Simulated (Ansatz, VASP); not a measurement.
# SbP5: VASP beside Ansatz

```
Sb P
1.0
     4.80055    0.00000    0.00000
    -2.40028    4.15740    0.00000
     0.00000    0.00000    5.26013
Sb P
1 5
Cartesian
  0.0000 0.0000 2.6301
  0.0000 2.7716 0.0000
  2.4003 1.3858 0.0000
  0.0000 0.0000 0.0000
  0.0000 2.7716 2.6301
  2.4003 1.3858 2.6301
```

Alike in both runs: functional PBE; k mesh 12 × 12 × 8; occupations gaussian, width 0.1 eV; no spin polarisation.

Ansatz relaxed the structure, and its values are those at the end. VASP's run is a single point on that final structure, the one shown.

|  | VASP | Ansatz |
| --- | --- | --- |
| version | VASP 6.6.1 | Ansatz 0.2.0 |
| potentials or method | VASP PAW PBE potentials, release 64 (Sb, P), cutoff 520 eV | scalar-relativistic, plane waves, PAW |
| valence electrons in the cell | 30 | 40 |

|  | VASP | Ansatz | Ansatz less VASP |
| --- | --- | --- | --- |
| gap on the k mesh at the Fermi level (eV) | none | none | - |
| pressure (GPa) | -0.1 | 0.0 | +0.09 |

A gap of «none» marks a metal or a gap that the smearing closes. VASP's potentials hold 30 valence electrons a cell and Ansatz's 40, so a difference there can come from the potentials and not from the codes.

Spin-orbit coupling is off throughout.
